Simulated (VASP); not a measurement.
Wanted: the native input for a VASP 6.6.1 run.

| Property | Result |
| --- | --- |
| Task | single point |
| Functional | PBE |
| Potentials or basis | VASP PAW PBE potentials, release 64 (Mg) |
| Cutoff | 520 eV |
| k mesh | 10 × 10 × 10 |
| Occupations | gaussian, width 0.1 eV |
| Spin | no spin polarisation |
| Dipole correction | no |
| Further INCAR settings | ALGO = Normal; EDIFF = 1e-07; NBANDS = 7 |

The structure of Mg lies in POSCAR:

```
Mg
1.0
   -1.8359916300      1.8359916300      1.6794040200
    1.8359916300     -1.8359916300      1.6794040200
    1.8359916300      1.8359916300     -1.6794040200
Mg
1
Direct
    0.0000000000      0.0000000000      0.0000000000
```

One way to write it, as run:

INCAR

```
ALGO     = Normal         # electronic algorithm
EDIFF    = 1E-7           # SCF threshold, eV
ENCUT    = 520            # plane-wave cutoff, eV
GGA      = PE             # functional
ISIF     = 2              # what is computed and relaxed
ISMEAR   = 0              # smearing method
LASPH    = T              # aspherical terms in the spheres
LCHARG   = T              # write CHGCAR
LELF     = T              # ELF
LREAL    = F              # projectors in reciprocal space
LVHAR    = T            
LWAVE    = F              # write WAVECAR
NBANDS   = 7              # bands
NELM     = 100            # most SCF steps
PREC     = Accurate       # precision mode
SIGMA    = 0.1            # smearing width, eV
```

KPOINTS

```
k-points
0
Gamma
  10 10 10
```

Potentials or basis: VASP PAW PBE potentials, release 64 (Mg).

Launch:

```console
$ cat potpaw_PBE.64/Mg/POTCAR > POTCAR
$ mpirun -np 1 vasp_std > vasp.out
```

It gave:

```json
{
 "Pressure": "0.5 GPa",
 "Band gap on the k mesh": "zero (band 1 reaches 5.94 eV, above the bottom of band 2 at 1.40 eV)"
}
```

Wall time 26 s on 1 thread of AMD EPYC 7R13 (shared host), peak memory 0.11 GiB.
